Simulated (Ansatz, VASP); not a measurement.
AgCl: VASP beside Ansatz

INCAR

```
SYSTEM = AgCl
ALGO = Normal
EDIFF = 1E-6
ENCUT = 520
GGA = PS
ISIF = 2
ISMEAR = 0
LASPH = .TRUE.
LCHARG = .FALSE.
LREAL = .FALSE.
LWAVE = .FALSE.
NBANDS = 26
NELM = 60
PREC = Accurate
SIGMA = 0.05
```

File KPOINTS:

```
k-points
0
G
  10 10 6
  0 0 0
```

POSCAR

```
AgCl
1.0
    3.5643403428      0.0000000000      0.0000000000
    0.0000000000      3.3311591989      0.0000000000
    0.0000000000      0.0000000000      6.6623183978
Ag Cl
2 2
Direct
    0.0000000000      0.0000000000      0.0000000000
    0.0000000000      0.0000000000      0.5000000000
    0.3809123262      0.5000000000      0.2500000000
    0.6190876738      0.5000000000      0.7500000000
```

Input for Ansatz:

```yaml
crystal:
  lattice:
    - [3.5643403428, 0.0, 0.0]
    - [0.0, 3.3311591989, 0.0]
    - [0.0, 0.0, 6.6623183978]
  atoms:
    - { symbol: Ag, position: [0.0, 0.0, 0.0] }
    - { symbol: Ag, position: [0.0, 0.0, 0.5] }
    - { symbol: Cl, position: [0.3809123262, 0.5, 0.25] }
    - { symbol: Cl, position: [0.6190876738, 0.5, 0.75] }
basis:
  ecutwfc: 420
kpoints:
  mp_grid: { grid: [10, 10, 6] }
hamiltonian:
  xc: pbesol
scf:
  occupations: { method: gaussian, width: 0.05 }
output:
  forces: true
  stress: true
  eigenvalues: true
```

Change from the starting cell: mode 1 frozen in at -0.397 Å, normal strain along x +0.0700.

Alike in both runs: task single point; functional PBEsol; k mesh 10 × 10 × 6; occupations gaussian, width 0.05 eV; no spin polarisation.

|  | VASP | Ansatz |
| --- | --- | --- |
| version | VASP 6.6.1 | Ansatz 0.2.0 |
| potentials or method | VASP PAW PBE potentials, release 64 (Ag, Cl), cutoff 520 eV | scalar-relativistic, plane waves, PAW |
| valence electrons in the cell | 36 | 52 |

|  | VASP | Ansatz | Ansatz less VASP |
| --- | --- | --- | --- |
| gap on the k mesh at the Fermi level (eV) | 0.60 | 0.60 | -0.002 |
| least direct gap on the mesh (eV) | 0.64 | 0.64 | -0.002 |
| pressure (GPa) | -1.4 | -1.3 | +0.11 |
| traceless stress, the component that is largest in VASP (GPa) | 1.29 | 1.30 | +0.010 |
| rms of the force components (eV/Å) | 0.094 | 0.091 | -0.0022 |

VASP's potentials were made for PBE, not for PBEsol. Atom by atom the forces differ by 0.002 eV/Å (rms over components). VASP's potentials hold 36 valence electrons a cell and Ansatz's 52, so a difference there can come from the potentials and not from the codes.
